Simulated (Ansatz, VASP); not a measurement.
Given: the input of a run of Ansatz 0.2.0 on C.

input.yaml

```yaml
crystal:
  lattice:
    - [2.1553145742, -1.2444459046, 0.0]
    - [2.1553145742, 1.2444459046, 0.0]
    - [-1.3972173651, 0.0, 3.5489252341]
  atoms:
    - { symbol: C, position: [0.16664447, 0.16664447, 0.99990696] }
    - { symbol: C, position: [0.83335553, 0.83335553, 9.304e-05] }
hamiltonian:
  xc: pbe0
  pseudopotentials: { kind: paw }
kpoints:
  mp_grid: { grid: [6, 6, 4] }
scf:
  occupations: { method: fermi_dirac, width: 0.05 }
output:
  forces: true
  stress: true
  eigenvalues: true
```

Potentials or basis: Ansatz PAW.

Command:

```bash
$ ansatz run input.yaml --threads 2 --pin off --max-ram 5632MiB --backend cpu --events-out ev --progress --plain --runs-dir out
```

Q: Set up the same calculation for VASP 6.6.1. Potentials there: VASP PAW PBE potentials, release 64 (C).

A: As run (the cutoff follows the program's own potentials):

The input POSCAR:

```
C
1.0
    2.1553145742     -1.2444459046      0.0000000000
    2.1553145742      1.2444459046      0.0000000000
   -1.3972173651      0.0000000000      3.5489252341
C
2
Direct
    0.1666444700      0.1666444700      0.9999069600
    0.8333555300      0.8333555300      0.0000930400
```

INCAR.step1

```
ALGO = Normal
EDIFF = 1E-5
ENCUT = 520
GGA = PE
ISIF = 2
ISMEAR = -1
LASPH = True
LCHARG = False
LREAL = False
LWAVE = True
NBANDS = 11
NELM = 60
PREC = Accurate
SIGMA = 0.05
```

The input INCAR.step2:

```
AEXX = 0.25
ALGO = Normal
EDIFF = 1E-7
ENCUT = 520
GGA = PE
ISIF = 2
ISMEAR = -1
ISTART = 1
LASPH = True
LCHARG = False
LHFCALC = True
LREAL = False
LWAVE = False
NBANDS = 11
NELM = 60
PREC = Accurate
PRECFOCK = Normal
SIGMA = 0.05
```

Contents of KPOINTS:

```
k-points
0
Gamma
  6 6 4
```

Potentials or basis: VASP PAW PBE potentials, release 64 (C).

Run with:

```sh
$ cat potpaw_PBE.64/C/POTCAR > POTCAR
$ cp INCAR.step1 INCAR
$ mpirun -np 1 vasp_std > vasp.out
$ cp INCAR.step2 INCAR
$ mpirun -np 1 vasp_std > vasp.out
```

Both were run:

|  | VASP | Ansatz | Ansatz less VASP |
| --- | --- | --- | --- |
| gap on the k mesh at the Fermi level (eV) | 1.22 | 1.10 | -0.115 |
| least direct gap on the mesh (eV) | 1.25 | 1.14 | -0.114 |
| pressure (GPa) | -11.6 | -12.1 | -0.46 |
| traceless stress, the component that is largest in VASP (GPa) | 11.47 | 12.13 | +0.661 |
| rms of the force components (eV/Å) | 0.032 | 0.033 | +0.0010 |

Atom by atom the forces differ by 0.001 eV/Å (rms over components). With one functional, cell and mesh, what is left measures potentials, basis and numerics.

The k mesh is coarse, so the values compare programs but aren't converged.
